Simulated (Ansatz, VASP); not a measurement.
Two plane-wave programs on Nb2SnTe3

```
Nb Sn Te
1.0
     3.20699    1.85156    5.07392
    -3.20699    1.85156    5.07392
     0.00000   -3.70311    5.07392
Nb Sn Te
2 1 3
Direct
  0.62569 0.62569 0.62569
  0.37431 0.37431 0.37431
  0.00000 0.00000 0.00000
  0.00000 0.50000 0.00000
  0.50000 0.00000 0.00000
  0.00000 0.00000 0.50000
```

Change from the starting cell: species swapped into the Y2Al3Fe type (R-3m, No. 166).

Alike in both runs: task single point; functional PBE; k mesh 3 × 3 × 3; occupations gaussian, width 0.1 eV; no spin polarisation.

```csv
,VASP,Ansatz
version,VASP 6.6.1,Ansatz 0.2.0
potentials or method,"VASP PAW PBE potentials, release 64 (Nb_sv, Sn_d, Te), cutoff 520 eV","scalar-relativistic, plane waves, PAW"
valence electrons in the cell,58,88
```

VASP gave:

* gap on the k mesh at the Fermi level (eV): none
* pressure (GPa): -7.8
* traceless stress, the component that is largest in VASP (GPa): -1.73
* rms of the force components (eV/Å): 0.010

Which values does Ansatz return?

gap on the k mesh at the Fermi level (eV): none; pressure (GPa): -7.7; traceless stress, the component that is largest in VASP (GPa): -1.73; rms of the force components (eV/Å): 0.010.

Atom by atom the forces differ by 0.000 eV/Å (rms over components). A gap of «none» marks a metal or a gap that the smearing closes. VASP's potentials hold 58 valence electrons a cell and Ansatz's 88, so a difference there can come from the potentials and not from the codes.

The k mesh is coarse, so the values compare programs but aren't converged. Neither program's run includes spin-orbit coupling.
